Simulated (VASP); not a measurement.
The system is SiC.

```xyz
4
Lattice="3.0760 0.0000 0.0000 -1.5380 2.6639 0.0000 0.0000 0.0000 5.0480" Properties=species:S:1:pos:R:3 pbc="T T T"
Si    1.5380    0.8880    2.5240
Si    0.0000    1.7759    0.0000
C     1.5380    0.8880    4.4675
C     0.0000    1.7759    1.9435
```

Program: VASP 6.6.1. Alike in all runs: task single point; potentials or basis VASP PAW PBE potentials, release 64 (Si, C); no spin polarisation; cell as given; cutoff (eV) 520.

Problem. Order these runs on this cell by their band gap on the k mesh, lowest first.
A. level PBE0; k mesh 5 × 5 × 3; smearing fermi-dirac 0.05 eV; grid for exact exchange (PRECFOCK) Normal; share of exact exchange 0.25
B. level r2SCANh; k mesh 5 × 5 × 3; smearing fermi-dirac 0.05 eV; grid for exact exchange (PRECFOCK) Normal; share of exact exchange 0.1
C. level BLYP; k mesh 10 × 10 × 5; smearing fermi-dirac 0.05 eV
D. level PBE; k mesh 10 × 10 × 5; smearing gaussian 0.011 eV

Solution. D (2.48 eV), C (2.82 eV), B (3.86 eV), A (4.52 eV).

Caveats: some runs use coarse meshes.

A k mesh can miss the band edges, odd and even meshes differently.
